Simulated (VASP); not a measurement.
Here is a VASP 6.6.1 calculation.

Contents of INCAR:

```
  ALGO = Normal
  EDIFF = 1E-6
  ENCUT = 520
  GGA = CA
  ISIF = 2
  ISMEAR = -1
  LASPH = T
  LCHARG = F
  LREAL = F
  LWAVE = F
  NBANDS = 31
  NELM = 100
  PREC = Accurate
  SIGMA = 0.08
```

Contents of KPOINTS:

```
k-points
0
Gamma
  8 8 8
```

The input POSCAR:

```
La3Tl
1.0
    4.9916132384      0.0000000000      0.0000000000
    0.0000000000      4.9916132384      0.0000000000
    0.0000000000      0.0000000000      4.9916132384
La Tl
3 1
Direct
    0.0000000000      0.5000000000      0.5000000000
    0.5000000000      0.0000000000      0.5000000000
    0.5000000000      0.5000000000      0.0000000000
    0.0000000000      0.0000000000      0.0000000000
```

Potentials or basis: VASP PAW LDA potentials, release 64 (La, Tl_d).

Launch:

```console
$ cat potpaw_LDA.64/La/POTCAR potpaw_LDA.64/Tl_d/POTCAR > POTCAR
$ mpirun -np 1 vasp_std > vasp.out
```

(1) Predict the band gap on the k mesh.

(2) Predict the pressure.

Results:

(1) zero (band 23 reaches 8.86 eV, above the bottom of band 24 at 7.70 eV).

(2) -2.2 GPa.

Caveat: spin-orbit coupling is left out, which moves the levels of the heavy elements.
